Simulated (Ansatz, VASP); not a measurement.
## One calculation of La, two programs

```
La
1.0
     0.00000    3.69654    3.69654
     3.69654    0.00000    3.69654
     3.69654    3.69654    0.00000
La
2
Direct
  0.12500 0.12500 0.12500
  0.87500 0.87500 0.87500
```

Alike in both runs: task relaxation of cell and atoms; functional PBE; k mesh 8 × 8 × 8; occupations fermi-dirac, width 0.1 eV; no spin polarisation.

|  | VASP | Ansatz |
| --- | --- | --- |
| version | VASP 6.6.1 | Ansatz 0.2.0 |
| potentials or method | VASP PAW PBE potentials, release 64 (La), cutoff 600 eV | plane waves (420 eV) with PAW, scalar-relativistic |
| valence electrons in the cell | 22 | 22 |

```tsv
	VASP	Ansatz	Ansatz less VASP
relaxed volume (Å³/atom)	37.35	37.38	+0.028
relaxed length of the cell vector where the two differ most in proportion (Å)	4.727	4.728	+0.0012
```

Spin-orbit coupling is off throughout. Noted on VASP's run: the volume moved by over 15 % at a fixed basis, so the end points are rough.
